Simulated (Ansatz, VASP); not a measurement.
One calculation of Ta, two programs

```
Ta
1.0
    -1.62078    1.62078    1.62078
     1.62078   -1.62078    1.62078
     1.62078    1.62078   -1.62078
Ta
1
Direct
  0.00000 0.00000 0.00000
```

Alike in both runs: task single point; functional PBE; k mesh 18 × 18 × 18; occupations gaussian, width 0.1 eV; no spin polarisation.

|  | VASP | Ansatz |
| --- | --- | --- |
| version | VASP 6.6.1 | Ansatz 0.2.0 |
| potentials or method | VASP PAW PBE potentials, release 64 (Ta_pv), cutoff 520 eV | scalar-relativistic, plane waves, PAW |
| valence electrons in the cell | 11 | 13 |

VASP gave:

| Quantity | Value |
| --- | --- |
| gap on the k mesh at the Fermi level (eV) | none |
| pressure (GPa) | 15.9 |

Which values does Ansatz return?

gap on the k mesh at the Fermi level (eV): none; pressure (GPa): 15.7.

A gap of «none» marks a metal or a gap that the smearing closes. VASP's potentials hold 11 valence electrons a cell and Ansatz's 13, so a difference there can come from the potentials and not from the codes.

Neither program's run includes spin-orbit coupling.
